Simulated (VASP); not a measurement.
A run of VASP 6.6.1 is set up as follows.

The input POSCAR:

```
RbBr
1.0
    0.0000000000      3.5992590936      3.4324692902
    3.5992590936      0.0000000000      3.4324692902
    3.5992590936      3.5992590936      0.0000000000
Rb Br
1 1
Direct
    0.0000000000      0.0000000000      0.0000000000
    0.5000000000      0.5000000000      0.5000000000
```

INCAR.step1

```
ALGO = Normal
EDIFF = 1E-4
ENCUT = 520
GGA = PE
ISMEAR = 0
LASPH = T
LCHARG = F
LREAL = F
LWAVE = T
NBANDS = 15
NELM = 60
PREC = Accurate
SIGMA = 0.01
```

INCAR.step2

```
ALGO = Normal
EDIFF = 1E-7
ENCUT = 520
ISIF = 2
ISMEAR = 0
ISTART = 1
LASPH = T
LCHARG = T
LELF = T
LMIXTAU = T
LREAL = F
LVHAR = T
LWAVE = F
METAGGA = R2SCAN
NBANDS = 15
NELM = 60
PREC = Accurate
SIGMA = 0.01
```

KPOINTS

```
k-points
0
Gamma
  6 6 6
```

Potentials or basis: VASP PAW PBE potentials, release 64 (Rb_sv, Br).

The run is started by

```bash
$ cat potpaw_PBE.64/Rb_sv/POTCAR potpaw_PBE.64/Br/POTCAR > POTCAR
$ cp INCAR.step1 INCAR
$ mpirun -np 1 vasp_std > vasp.out
$ cp INCAR.step2 INCAR
$ mpirun -np 1 vasp_std > vasp.out
```

Q: Predict the pressure.

A: -0.7 GPa.

Q: Predict the band gap on the k mesh.

A: 4.69 eV, direct.

Stress tensor (GPa, compression positive):
```
-1.08  0.00  0.00
 0.00 -1.08  0.00
 0.00  0.00  0.03
```

Caveat: the cell differs from its parent crystal (epitaxial xy strain +4.0%); the PAW data sets were made with another functional, which shifts forces and pressure a little.
